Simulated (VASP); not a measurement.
# Re (P6_3/mmc) in VASP: further runs, part 2 of 2

VASP 6.6.1.

## (3) Relaxation of cell and atoms, PBEsol

This run uses another cell than the first one, of 14.70 Å³/atom.

INCAR

```
SYSTEM = Re
PREC = Accurate
ENCUT = 600
EDIFF = 1E-6
ISMEAR = 0
SIGMA = 0.05
LREAL = .FALSE.
LASPH = .TRUE.
NELM = 60
ALGO = Normal
ISIF = 3
LWAVE = .FALSE.
LCHARG = .FALSE.
GGA = PS
IBRION = 2
NSW = 80
EDIFFG = -0.01
```

KPOINTS

```
regular mesh
0
G
  14 14 8
  0 0 0
```

POSCAR

```
Re
1.0
    2.7600000000      0.0000000000      0.0000000000
   -1.3800000000      2.3902301144      0.0000000000
    0.0000000000      0.0000000000      4.4574000000
Re
2
Direct
    0.3333333333      0.6666666667      0.7500000000
    0.6666666667      0.3333333333      0.2500000000
```

Potentials or basis: VASP PAW PBE potentials, release 64 (Re).

Started as:

```bash
> cat potpaw_PBE.64/Re/POTCAR > POTCAR
> mpirun -np 1 vasp_std > vasp.out
```

OUTCAR:

```text
SYSTEM = Re
   PREC = Accurate
   ENCUT = 600
   EDIFF = 1E-6
   ISMEAR = 0
   LREAL = .FALSE.
   LASPH = .TRUE.
   NELM = 60
   ISIF = 3
   GGA = PS
   IBRION = 2
   NSW = 80
   EDIFFG = -0.01

 ion  position               nearest neighbor table
   1  0.333  0.667  0.750-   2 2.74   2 2.74   2 2.74   2 2.74   2 2.74   2 2.74
   2  0.667  0.333  0.250-   1 2.74   1 2.74   1 2.74   1 2.74   1 2.74   1 2.74

  LATTYP: Found a hexagonal cell.
 ALAT       =     2.7600000000
 C/A-ratio  =     1.6150000000

  Lattice vectors:

 A1 = (   2.7600000000,   0.0000000000,   0.0000000000)
 A2 = (  -1.3800000000,   2.3902301144,   0.0000000000)
 A3 = (   0.0000000000,   0.0000000000,   4.4574000000)

Analysis of symmetry for initial positions (statically):
=====================================================================
 Subroutine PRICEL returns:
 Original cell was already a primitive cell.

 Routine SETGRP: Setting up the symmetry group for a
 hexagonal supercell.

 Subroutine GETGRP returns: Found 24 space group operations
 (whereof 12 operations were pure point group operations)
 out of a pool of 24 trial point group operations.

The static configuration has the point symmetry D_3d.
 The point group associated with its full space group is D_6h.

Analysis of symmetry for dynamics (positions and initial velocities):
=====================================================================
 Subroutine PRICEL returns:
 Original cell was already a primitive cell.

 Routine SETGRP: Setting up the symmetry group for a
 hexagonal supercell.

 Subroutine GETGRP returns: Found 24 space group operations
 (whereof 12 operations were pure point group operations)
 out of a pool of 24 trial point group operations.

The dynamic configuration has the point symmetry D_3d.
 The point group associated with its full space group is D_6h.

 Subroutine INISYM returns: Found 24 space group operations
 (whereof 12 operations are pure point group operations),
 and found     1 'primitive' translations

----------------------------------------------------------------------------------------

                                     Primitive cell

  volume of cell :      29.4056

  direct lattice vectors                    reciprocal lattice vectors
     2.760000000  0.000000000  0.000000000     0.362318841  0.209184880  0.000000000
    -1.380000000  2.390230114  0.000000000     0.000000000  0.418369760  0.000000000
     0.000000000  0.000000000  4.457400000     0.000000000  0.000000000  0.224346031

  length of vectors
     2.760000000  2.760000000  4.457400000     0.418369760  0.418369760  0.224346031

  position of ions in fractional coordinates (direct lattice)
     0.333333333  0.666666667  0.750000000
     0.666666667  0.333333333  0.250000000

  ion indices of the primitive-cell ions
   primitive index   ion index
                 1           1
                 2           2

----------------------------------------------------------------------------------------

 KPOINTS: regular mesh

Automatic generation of k-mesh.
 Grid dimensions read from file:
 generate k-points for:   14   14    8

 Generating k-lattice:

[... 51 lines left out ...]
 SYSTEM =  Re
   PREC   = accura    normal or accurate (medium, high low for compatibility)
   ISTART =      0    job   : 0-new  1-cont  2-samecut
   ICHARG =      2    charge: 1-file 2-atom 10-const
   ISPIN  =      1    spin polarized calculation?
   LNONCOLLINEAR =      F non collinear calculations
   LSORBIT =      F    spin-orbit coupling
   LASPH  =      T    aspherical Exc in radial PAW
   ENCUT  =  600.0 eV  44.10 Ry    6.64 a.u.   5.51  5.51  8.90*2*pi/ulx,y,z
   NELM   =     60;   NELMIN=  2; NELMDL= -5     # of ELM steps
   EDIFF  = 0.1E-05   stopping-criterion for ELM
   LREAL  =      F    real-space projection
   EDIFFG = -.1E-01   stopping-criterion for IOM
   NSW    =     80    number of steps for IOM
   IBRION =      2    ionic relax: 0-MD 1-quasi-New 2-CG
   NFREE  =      1    steps in history (QN), initial steepest desc. (CG)
   ISIF   =      3    stress and relaxation
   ISYM   =      2    0-nonsym 1-usesym 2-fastsym
   POTIM  = 0.5000    time-step for ionic-motion
   TEBEG  =    0.0;   TEEND  =   0.0 temperature during run
   PSTRESS=    0.0 pullay stress
   NELECT =      14.0000    total number of electrons
   NUPDOWN=      -1.0000    fix difference up-down
   EMIN   =  10.00;   EMAX   =-10.00  energy-range for DOS
   EFERMI =   0.00;   METHOD = LEGACY
   ISMEAR =     0;   SIGMA  =   0.05  broadening in eV -4-tet -1-fermi 0-gaus
   EFERMI_NEDOS =   21; number of points for ismear=-14 and -15
   IALGO  =     38    algorithm
   IMIX   =      4    mixing-type and parameters
     AMIX     =   0.40;   BMIX     =  1.00
     AMIX_MAG =   1.60;   BMIX_MAG =  1.00
  volume/ion in A,a.u.               =      14.70        99.22
  Fermi-wavevector in a.u.,A,eV,Ry     =   1.278323  2.415681 22.233423  1.634110
  Thomas-Fermi vector in A             =   2.410873
   LORBIT       =      0    0 simple, 1 ext, 2 COOP (PROOUT), +10 PAW based schemes
   GGA     = PS    functional components
   LHFCALC =     F    Hartree Fock is set to
   AEXX    =    0.0000 exact exchange contribution
   IVDW    =     0    specifies the selected vdW correction
   LEPSILON=     F    determine dielectric tensor
   LRPA    =     F    only Hartree local field effects (RPA)
 conjugate gradient relaxation of ions
 non-spin polarized calculation
 Gauss-broadening in eV      SIGMA  =   0.05
  energy-cutoff  :      600.00
  volume of cell :       29.41
 maximum number of plane-waves:      1014
 NGX is ok and might be reduce to    24
   NGX = 11   NGY = 11   NGZ = 17

--------------------------------------- Ionic step        1  -------------------------------------------

 number of electron      14.0000000 magnetization

 Free energy of the ion-electron system (eV)
  ---------------------------------------------------
  ext. energy  EPLUGINS =         0.00000000
  ---------------------------------------------------
  free energy    TOTEN  =       -26.73988060 eV

  energy without entropy =      -26.73837213  energy(sigma->0) =      -26.73912636

------------------------ aborting loop because EDIFF is reached ----------------------------------------

  FORCE on cell =-STRESS in cart. coord.  units (eV):
  Direction    XX          YY          ZZ          XY          YZ          ZX
  --------------------------------------------------------------------------------------
  -------------------------------------------------------------------------------------
  Total       -0.7460568     -0.7460568     -0.5938188      0.0000000      0.0000000      0.0000000
  in kB      -40.6492052    -40.6492052    -32.3544585      0.0000000      0.0000000      0.0000000
  external PRESSURE =     -37.8842896 kB  Pullay stress =       0.0000000 kB
[... 239 lines left out ...]
--------------------------------------- Ionic step        8  -------------------------------------------

 number of electron      14.0000000 magnetization

 Free energy of the ion-electron system (eV)
  ---------------------------------------------------
  ext. energy  EPLUGINS =         0.00000000
  ---------------------------------------------------
  free energy    TOTEN  =       -26.74336138 eV

  energy without entropy =      -26.74186055  energy(sigma->0) =      -26.74261097

 E-fermi :   7.8021     XC(G=0): -13.8784

 val. band max:        7.7908447175   @ k =   0.1429   0.0714   0.0000
 cond. band min:       7.8052345497   @ k =   0.2857   0.2857   0.5000
 fundamental gap:      0.0143898322
 Fermi energy:         7.8021046456

 k-point     1 :       0.0000    0.0000    0.0000
  band No.  band energies     occupation
      1      -2.1220      2.00000
      2       1.1262      2.00000
      3       6.2116      2.00000
      4       6.2381      2.00000
      5       6.2381      2.00000
      6       7.0865      2.00000
      7       7.0865      2.00000
      8       8.0493      0.00000
      9       8.0493      0.00000
     10       8.4625      0.00000
     11      11.2653      0.00000
[... 309 lines left out ...]
 k-point    24 :       0.3571    0.2857    0.0000
  band No.  band energies     occupation
      1       2.5476      2.00000
      2       3.5752      2.00000
      3       3.7130      2.00000
      4       4.5305      2.00000
      5       5.5637      2.00000
      6       5.8431      2.00000
      7       7.7475      1.87780
      8      10.6996      0.00000
      9      11.2143      0.00000
     10      11.4139      0.00000
     11      14.5593      0.00000

 [... further k-points ...]

------------------------ aborting loop because EDIFF is reached ----------------------------------------

  FORCE on cell =-STRESS in cart. coord.  units (eV):
  Direction    XX          YY          ZZ          XY          YZ          ZX
  --------------------------------------------------------------------------------------
  -------------------------------------------------------------------------------------
  Total        0.0175314      0.0175314      0.0138700      0.0000000      0.0000000      0.0000000
  in kB        0.9646725      0.9646725      0.7632037      0.0000000      0.0000000      0.0000000
  external PRESSURE =       0.8975162 kB  Pullay stress =       0.0000000 kB
[... 17 lines left out ...]
  FREE ENERGIE OF THE ION-ELECTRON SYSTEM (eV)
  ---------------------------------------------------
  free  energy   TOTEN  =       -26.7433613836 eV

  energy  without entropy=      -26.7418605509  energy(sigma->0) =      -26.74261097

 reached required accuracy - stopping structural energy minimisation
```

It took 2 min on 1 thread of Intel Xeon Platinum 8259CL at 2.50GHz (Skylake/Cascade Lake), shared host; peak memory 0.19 GiB.

Results:

```
Free energy                           : -26.7434 eV
Relaxed volume                        : 14.56 Å³/atom
Relaxed cell                          : a = 2.749 Å, b = 2.749 Å, c = 4.448 Å, α = 90.00°, β = 90.00°, γ = 120.00°
Space group after relaxing (to 0.1 Å) : P6_3/mmc (No. 194)
Energy gained by relaxing             : 1.7 meV/atom
Ionic steps                           : 8
Pressure after relaxing               : 0.1 GPa
Band gap on the k mesh                : zero (bands 7 and 8 overlap by 3.32 eV)
```

Step by step:
| step | energy change (eV) | largest force (eV/Å) | pressure (GPa) | volume (Å³) |
| --- | --- | --- | --- | --- |
| 1 | 0.0000 | 0.0000 | -3.79 | 29.41 |
| 2 | 0.0606 | 0.0000 | 18.16 | 27.95 |
| 3 | -0.0034 | 0.0000 | -0.04 | 29.13 |
| 4 | -0.0034 | 0.0000 | -0.03 | 29.12 |
| 5 | -0.0034 | 0.0000 | 0.49 | 29.09 |
| 6 | -0.0034 | 0.0000 | 0.13 | 29.12 |
| 7 | -0.0034 | 0.0000 | 0.08 | 29.12 |
| 8 | -0.0035 | 0.0000 | 0.09 | 29.12 |

Final structure:
```yaml
crystal:
  lattice:
    - [2.74928, 0.00000, 0.00000]
    - [-1.37464, 2.38095, 0.00000]
    - [0.00000, 0.00000, 4.44814]
  atoms:
    - { symbol: Re, position: [0.33333, 0.66667, 0.75000] }
    - { symbol: Re, position: [0.66667, 0.33333, 0.25000] }
```

Caveat: the PAW data sets were made with another functional, which shifts forces and pressure a little; spin-orbit coupling is left out, which moves the levels of the heavy elements.
